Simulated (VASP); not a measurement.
Wanted: the native input for a VASP 6.6.1 run.

```
Task                   : relaxation of cell and atoms
Functional             : PBE
Potentials or basis    : VASP PAW PBE potentials, release 64 (Al, In_d, Sb)
Cutoff                 : 600 eV
k mesh                 : 6 × 4 × 6
Occupations            : gaussian, width 0.02 eV
Spin                   : no spin polarisation
Dipole correction      : no
Further INCAR settings : ALGO = Normal; EDIFF = 1e-07; IBRION = 2; EDIFFG = -0.01; NSW = 100; ISIF = 3
```

The structure of Al3InSb4 lies in POSCAR:

```
Al3InSb4
1.0
    4.4797527007      0.0000000000      0.0000000000
    0.0000000000      8.9828475142      0.0000000000
    0.0000000000      0.0000000000      6.2498863872
Al In Sb
3 1 4
Direct
    0.0000000000      0.0000000000      0.9988003698
    0.5000000000      0.2435887836      0.4995790714
    0.5000000000      0.7564112164      0.4995790714
    0.0000000000      0.5000000000      0.9998617277
    0.5000000000      0.0000000000      0.2432439126
    0.0000000000      0.2393467270      0.7412810598
    0.5000000000      0.5000000000      0.2763737275
    0.0000000000      0.7606532730      0.7412810598
```

The input as run:

INCAR

```
PREC = Accurate
ENCUT = 600
EDIFF = 1E-7
ISMEAR = 0
SIGMA = 0.02
LREAL = F
LASPH = T
NELM = 60
ALGO = Normal
ISIF = 3
LWAVE = F
LCHARG = F
GGA = PE
IBRION = 2
NSW = 100
EDIFFG = -0.01
```

KPOINTS

```
regular mesh
0
Gamma
  6 4 6
```

Potentials or basis: VASP PAW PBE potentials, release 64 (Al, In_d, Sb).

Command:

```sh
$ cat potpaw_PBE.64/Al/POTCAR potpaw_PBE.64/In_d/POTCAR potpaw_PBE.64/Sb/POTCAR > POTCAR
$ mpirun -np 1 vasp_std > vasp.out
```

Results of the run:

The relaxed volume is 31.65 Å³/atom and the relaxed cell is a = 4.476 Å, b = 8.948 Å, c = 6.323 Å, α = 90.00°, β = 90.00°, γ = 90.00°. The space group after relaxing (to 0.1 Å) is Pmm2 (No. 25) and the energy gained by relaxing is 0.7 meV/atom. The ionic steps are 7, the pressure after relaxing is 0.0 GPa and the largest force after relaxing is 0.005 eV/Å. The band gap on the k mesh is 0.72 eV.

Caveat: spin-orbit coupling is left out, which moves the levels of the heavy elements.

Wall time 35 min on 1 thread of Oxide Virtual Turin-like Processor (shared host), peak memory 0.6 GiB.
